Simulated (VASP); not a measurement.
Here is a VASP 6.6.1 calculation.

Contents of INCAR:

```
SYSTEM = Cd4S3
PREC = Accurate ; ENCUT = 520
EDIFF = 1E-6 ; ISMEAR = 0
SIGMA = 0.01 ; LREAL = .FALSE.
LASPH = .TRUE. ; NELM = 60
ALGO = Normal ; ISIF = 2
LWAVE = .FALSE. ; LCHARG = .FALSE.
GGA = PE ; NBANDS = 42
```

Contents of KPOINTS:

```
Automatic mesh
0
G
  12 12 4
  0 0 0
```

The input POSCAR:

```
Cd4S3
1.0
    4.0987060192      0.0000000000      0.0000000000
   -2.0493530096      3.5495835352      0.0000000000
    0.0000000000      0.0000000000     12.7232462515
Cd S
4 3
Direct
    0.0000000000      0.0000000000      0.5559177299
    0.3333333333      0.6666666667      0.8456466799
    0.3333333333      0.6666666667      0.2818451481
    0.0000000000      0.0000000000      0.0056612050
    0.3333333333      0.6666666667      0.4811467306
    0.0000000000      0.0000000000      0.7558306854
    0.0000000000      0.0000000000      0.2075518212
```

Potentials or basis: VASP PAW PBE potentials, release 64 (Cd, S).

Launch:

```bash
$ cat potpaw_PBE.64/Cd/POTCAR potpaw_PBE.64/S/POTCAR > POTCAR
$ mpirun -np 1 vasp_std > vasp.out
```

Q: Estimate the largest force.

A: 0.018 eV/Å.

Q: What does it give for the band gap on the k mesh?

A: 0.05 eV (least direct gap 0.24 eV).

Q: Estimate the pressure.

A: 0.3 GPa.

Forces in eV/Å, atoms in the order of the input:
```
Cd   0.000  0.000  0.004
Cd   0.000  0.000  0.018
Cd   0.000  0.000  0.002
Cd   0.000  0.000 -0.016
S    0.000  0.000 -0.001
S    0.000  0.000 -0.003
S    0.000  0.000 -0.005
```

A k mesh can miss the band edges.
